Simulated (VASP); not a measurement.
# In2SiS (P-6m2) in VASP: single point with PBE

Aim: the single point of In2SiS with PBE.

Everything below comes from runs of VASP 6.6.1. Logs are shortened: lines on timing, memory, paths and dates and some standing lists are left out, and cuts for length are marked.

## Step 1: The cell of the first run

Symmetry: P-6m2, No. 187, hexagonal system. Conventional cell: a = 3.619 Å, b = 3.619 Å, c = 8.127 Å, α = 90.00°, β = 90.00°, γ = 120.00°. In (site symmetry 3m) has 3 S at 2.49 Å and 7 In at 2.71 to 3.62 Å and 3 Si at 3.42 Å within 3.7 Å. Within 4.5 Å of Si (site symmetry -6m2) lie 6 In at 3.42 Å and 6 Si at 3.62 Å and 2 S at 4.06 Å. S (site symmetry -6m2) has 6 In at 2.49 Å within 3.3 Å.

The cell was built from a structure type or drawn by symmetry, and may not be a known phase.

## Step 2: Single point, PBE

File INCAR:

```
PREC = Accurate ; ENCUT = 520
EDIFF = 1E-6 ; ISMEAR = 0
SIGMA = 0.1 ; LREAL = F
LASPH = T ; NELM = 80
ALGO = Normal ; ISIF = 2
LWAVE = F ; LCHARG = F
GGA = PE ; NBANDS = 26
```

File KPOINTS:

```
regular mesh
0
Gamma
  6 6 2
```

File POSCAR:

```
In2SiS
1.0
    3.6191289400      0.0000000000      0.0000000000
   -1.8095644700      3.1342576000      0.0000000000
    0.0000000000      0.0000000000      8.1271751100
In Si S
2 1 1
Direct
    0.6666666700      0.3333333300      0.6669251900
    0.6666666700      0.3333333300      0.3330748100
    0.0000000000      0.0000000000      0.0000000000
    0.0000000000      0.0000000000      0.5000000000
```

Potentials or basis: VASP PAW PBE potentials, release 64 (In_d, Si, S).

Command:

```console
$ cat potpaw_PBE.64/In_d/POTCAR potpaw_PBE.64/Si/POTCAR potpaw_PBE.64/S/POTCAR > POTCAR
$ mpirun -np 1 vasp_std > vasp.out
```

OUTCAR:

```text
PREC = Accurate
   ENCUT = 520
   EDIFF = 1E-6
   ISMEAR = 0
   LREAL = F
   LASPH = T
   NELM = 80
   ISIF = 2
   GGA = PE

 ion  position               nearest neighbor table
   1  0.667  0.333  0.667-   4 2.49   4 2.49   4 2.49   2 2.71   3 3.42   3 3.42   3 3.42
   2  0.667  0.333  0.333-   4 2.49   4 2.49   4 2.49   1 2.71   3 3.42   3 3.42   3 3.42
   3  0.000  0.000  0.000-   1 3.42   2 3.42   1 3.42   2 3.42   1 3.42   2 3.42
   4  0.000  0.000  0.500-   1 2.49   2 2.49   1 2.49   2 2.49   1 2.49   2 2.49

  LATTYP: Found a hexagonal cell.
 ALAT       =     3.6191289400
 C/A-ratio  =     2.2456163471

  Lattice vectors:

 A1 = (   3.6191289400,   0.0000000000,   0.0000000000)
 A2 = (  -1.8095644700,   3.1342576000,   0.0000000000)
 A3 = (   0.0000000000,   0.0000000000,   8.1271751100)

Analysis of symmetry for initial positions (statically):
=====================================================================
 Subroutine PRICEL returns:
 Original cell was already a primitive cell.

 Routine SETGRP: Setting up the symmetry group for a
 hexagonal supercell.

 Subroutine GETGRP returns: Found 12 space group operations
 (whereof 12 operations were pure point group operations)
 out of a pool of 24 trial point group operations.

The static configuration has the point symmetry D_3h.

Analysis of symmetry for dynamics (positions and initial velocities):
=====================================================================
 Subroutine PRICEL returns:
 Original cell was already a primitive cell.

 Routine SETGRP: Setting up the symmetry group for a
 hexagonal supercell.

 Subroutine GETGRP returns: Found 12 space group operations
 (whereof 12 operations were pure point group operations)
 out of a pool of 24 trial point group operations.

The dynamic configuration has the point symmetry D_3h.

 Subroutine INISYM returns: Found 12 space group operations
 (whereof 12 operations are pure point group operations),
 and found     1 'primitive' translations

----------------------------------------------------------------------------------------

                                     Primitive cell

  volume of cell :      92.1888

  direct lattice vectors                    reciprocal lattice vectors
     3.619128940  0.000000000  0.000000000     0.276309581  0.159527411  0.000000000
    -1.809564470  3.134257600  0.000000000     0.000000000  0.319054822  0.000000000
     0.000000000  0.000000000  8.127175110     0.000000000  0.000000000  0.123043983

  length of vectors
     3.619128940  3.619128939  8.127175110     0.319054822  0.319054822  0.123043983

  position of ions in fractional coordinates (direct lattice)
     0.666666670  0.333333330  0.666925190
     0.666666670  0.333333330  0.333074810
     0.000000000  0.000000000  0.000000000
     0.000000000  0.000000000  0.500000000

  ion indices of the primitive-cell ions
   primitive index   ion index
                 1           1
                 2           2
                 3           3
                 4           4

----------------------------------------------------------------------------------------

 KPOINTS: regular mesh

Automatic generation of k-mesh.
 Grid dimensions read from file:
 generate k-points for:    6    6    2

 Generating k-lattice:

  Cartesian coordinates                     Fractional coordinates (reciprocal lattice)
     0.046051597  0.026587902  0.000000000     0.166666667  0.000000000  0.000000000
     0.000000000  0.053175804  0.000000000     0.000000000  0.166666667  0.000000000
     0.000000000  0.000000000  0.061521992     0.000000000  0.000000000  0.500000000

  Length of vectors
     0.053175804  0.053175804  0.061521992

  Shift w.r.t. Gamma in fractional coordinates (k-lattice)
     0.000000000  0.000000000  0.000000000

 Subroutine IBZKPT returns following result:
 ===========================================

 Found     14 irreducible k-points:

 Following reciprocal coordinates:
            Coordinates               Weight
  0.000000  0.000000  0.000000      1.000000
  0.166667  0.000000  0.000000      6.000000
  0.333333  0.000000  0.000000      6.000000
  0.500000  0.000000  0.000000      3.000000
  0.166667  0.166667  0.000000      6.000000
  0.333333  0.166667  0.000000     12.000000
  0.333333  0.333333  0.000000      2.000000
  0.000000  0.000000  0.500000      1.000000
  0.166667  0.000000  0.500000      6.000000
  0.333333  0.000000  0.500000      6.000000
  0.500000  0.000000  0.500000      3.000000
  0.166667  0.166667  0.500000      6.000000
  0.333333  0.166667  0.500000     12.000000
  0.333333  0.333333  0.500000      2.000000
   k-points           NKPTS =     14   k-points in BZ     NKDIM =     14   number of bands    NBANDS=     26
   number of dos      NEDOS =    301   number of ions     NIONS =      4
   total plane-waves  NPLWV =  47040
   dimension x,y,z NGX =    28 NGY =   28 NGZ =   60
   dimension x,y,z NGXF=    56 NGYF=   56 NGZF=  120
   ions per type =               2   1   1
   NGX,Y,Z   is equivalent  to a cutoff of  12.86, 12.86, 12.27 a.u.
   NGXF,Y,Z  is equivalent  to a cutoff of  25.72, 25.72, 24.55 a.u.
 SYSTEM =  unknown system
   PREC   = accura    normal or accurate (medium, high low for compatibility)
   ISTART =      0    job   : 0-new  1-cont  2-samecut
   ICHARG =      2    charge: 1-file 2-atom 10-const
   ISPIN  =      1    spin polarized calculation?
   LNONCOLLINEAR =      F non collinear calculations
   LSORBIT =      F    spin-orbit coupling
   LASPH  =      T    aspherical Exc in radial PAW
   ENCUT  =  520.0 eV  38.22 Ry    6.18 a.u.   6.73  6.73 15.11*2*pi/ulx,y,z
   NELM   =     80;   NELMIN=  2; NELMDL= -5     # of ELM steps
   EDIFF  = 0.1E-05   stopping-criterion for ELM
   LREAL  =      F    real-space projection
   EDIFFG = 0.1E-04   stopping-criterion for IOM
   NSW    =      0    number of steps for IOM
   IBRION =     -1    ionic relax: 0-MD 1-quasi-New 2-CG
   NFREE  =      0    steps in history (QN), initial steepest desc. (CG)
   ISIF   =      2    stress and relaxation
   ISYM   =      2    0-nonsym 1-usesym 2-fastsym
   POTIM  = 0.5000    time-step for ionic-motion
   TEBEG  =    0.0;   TEEND  =   0.0 temperature during run
   PSTRESS=    0.0 pullay stress
   NELECT =      36.0000    total number of electrons
   NUPDOWN=      -1.0000    fix difference up-down
   EMIN   =  10.00;   EMAX   =-10.00  energy-range for DOS
   EFERMI =   0.00;   METHOD = LEGACY
   ISMEAR =     0;   SIGMA  =   0.10  broadening in eV -4-tet -1-fermi 0-gaus
   EFERMI_NEDOS =   21; number of points for ismear=-14 and -15
   IALGO  =     38    algorithm
   IMIX   =      4    mixing-type and parameters
     AMIX     =   0.40;   BMIX     =  1.00
     AMIX_MAG =   1.60;   BMIX_MAG =  1.00
  volume/ion in A,a.u.               =      23.05       155.53
  Fermi-wavevector in a.u.,A,eV,Ry     =   1.196602  2.261249 19.481572  1.431855
  Thomas-Fermi vector in A             =   2.332538
   LORBIT       =      0    0 simple, 1 ext, 2 COOP (PROOUT), +10 PAW based schemes
   GGA     = PE    functional components
   LHFCALC =     F    Hartree Fock is set to
   AEXX    =    0.0000 exact exchange contribution
   IVDW    =     0    specifies the selected vdW correction
   LEPSILON=     F    determine dielectric tensor
   LRPA    =     F    only Hartree local field effects (RPA)
 non-spin polarized calculation
 Gauss-broadening in eV      SIGMA  =   0.10
  energy-cutoff  :      520.00
  volume of cell :       92.19
 maximum number of plane-waves:      2502
 NGX is ok and might be reduce to    28
   NGX = 13   NGY = 13   NGZ = 31

 number of electron      35.9999987 magnetization

 Free energy of the ion-electron system (eV)
  ---------------------------------------------------
  ext. energy  EPLUGINS =         0.00000000
  ---------------------------------------------------
  free energy    TOTEN  =       -10.86780965 eV

  energy without entropy =      -10.83826753  energy(sigma->0) =      -10.85303859

 E-fermi :   7.1538     XC(G=0):  -9.9418

 val. band max:        7.1302351241   @ k =   0.3333   0.1667   0.5000
 cond. band min:       7.2677225547   @ k =   0.3333   0.0000   0.5000
 fundamental gap:      0.1374874306
 Fermi energy:         7.1537738968

 k-point     1 :       0.0000    0.0000    0.0000
  band No.  band energies     occupation
      1      -9.7903      2.00000
      2      -8.5931      2.00000
      3      -8.3888      2.00000
      4      -8.3888      2.00000
      5      -8.1414      2.00000
      6      -8.1414      2.00000
[... 18 lines left out ...]
     25      13.5023      0.00000
     26      14.3205      0.00000

 k-point     2 :       0.1667    0.0000    0.0000
  band No.  band energies     occupation
      1      -9.8059      2.00000
      2      -8.6034      2.00000
      3      -8.3948      2.00000
      4      -8.1869      2.00000
      5      -8.1149      2.00000
      6      -8.0975      2.00000
[... 18 lines left out ...]
     25      12.4936      0.00000
     26      14.0968      0.00000

 k-point     3 :       0.3333    0.0000    0.0000
  band No.  band energies     occupation
      1      -9.8428      2.00000
      2      -8.5865      2.00000
      3      -8.4135      2.00000
      4      -8.2289      2.00000
      5      -8.1750      2.00000
      6      -7.9998      2.00000
[... 18 lines left out ...]
     25      12.6824      0.00000
     26      12.8337      0.00000

 k-point     4 :       0.5000    0.0000    0.0000
  band No.  band energies     occupation
      1      -9.8625      2.00000
      2      -8.5749      2.00000
      3      -8.4247      2.00000
      4      -8.2548      2.00000
      5      -8.2048      2.00000
      6      -7.9537      2.00000
[... 18 lines left out ...]
     25      11.8745      0.00000
     26      12.5039      0.00000
[... 206 lines left out ...]
      1      -9.8304      2.00000
      2      -8.5893      2.00000
      3      -8.4299      2.00000
      4      -8.1605      2.00000
      5      -8.1381      2.00000
      6      -8.0686      2.00000
[... 18 lines left out ...]
     25      12.5571      0.00000
     26      13.0668      0.00000

 k-point    13 :       0.3333    0.1667    0.5000
  band No.  band energies     occupation
      1      -9.8536      2.00000
      2      -8.5716      2.00000
      3      -8.4742      2.00000
      4      -8.1737      2.00000
      5      -8.1606      2.00000
      6      -7.9992      2.00000
[... 18 lines left out ...]
     25      12.2164      0.00000
     26      13.5294      0.00000

 k-point    14 :       0.3333    0.3333    0.5000
  band No.  band energies     occupation
      1      -9.8533      2.00000
      2      -8.5632      2.00000
      3      -8.5197      2.00000
      4      -8.1202      2.00000
      5      -8.0962      2.00000
      6      -8.0459      2.00000
[... 18 lines left out ...]
     25      12.9572      0.00000
     26      12.9978      0.00000

------------------------ aborting loop because EDIFF is reached ----------------------------------------

  FORCE on cell =-STRESS in cart. coord.  units (eV):
  Direction    XX          YY          ZZ          XY          YZ          ZX
  --------------------------------------------------------------------------------------
  -------------------------------------------------------------------------------------
  Total        6.5927752      6.5927752     13.6968906      0.0000000      0.0000000      0.0000000
  in kB      114.5778027    114.5778026    238.0423386      0.0000000      0.0000000      0.0000000
  external PRESSURE =     155.7326480 kB  Pullay stress =       0.0000000 kB

 VOLUME and BASIS-vectors are now :
 -----------------------------------------------------------------------------
  energy-cutoff  :      520.00
  volume of cell :       92.19
      direct lattice vectors                 reciprocal lattice vectors
     3.619128940  0.000000000  0.000000000     0.276309581  0.159527411  0.000000000
    -1.809564470  3.134257600  0.000000000     0.000000000  0.319054822  0.000000000
     0.000000000  0.000000000  8.127175110     0.000000000  0.000000000  0.123043983

 POSITION                                       TOTAL-FORCE (eV/Angst)
 -----------------------------------------------------------------------------------
      1.80956      1.04475      5.42022        -0.000000      0.000000      6.614878
      1.80956      1.04475      2.70696        -0.000000     -0.000000     -6.614878
      0.00000      0.00000      0.00000         0.000000     -0.000000      0.000000
      0.00000      0.00000      4.06359         0.000000     -0.000000      0.000000
 -----------------------------------------------------------------------------------
    total drift:                               -0.000014      0.000008     -0.000000

  FREE ENERGIE OF THE ION-ELECTRON SYSTEM (eV)
  ---------------------------------------------------
  free  energy   TOTEN  =       -10.8678096483 eV

  energy  without entropy=      -10.8382675341  energy(sigma->0) =      -10.85303859
```

Wall time 51 s (1 thread of Intel Xeon 8259CL, shared host); peak memory 0.21 GiB.

What came out:

```
Free energy            : -10.8678 eV
Pressure               : 15.6 GPa
Largest force          : 6.615 eV/Å
Band gap on the k mesh : zero (bands 18 and 19 overlap by 1.79 eV)
```

Forces in eV/Å, atoms in the order of the input:
```
In   0.000  0.000  6.615
In   0.000  0.000 -6.615
Si   0.000  0.000  0.000
S    0.000  0.000  0.000
```

Caveat: the k points lie up to 0.39 Å⁻¹ apart, too coarse for converged energies and pressures of a metal; spin-orbit coupling is left out, which moves the levels of the heavy elements; forces of over 1 eV/Å act on the atoms, so gaps and moduli don't describe the material at rest.
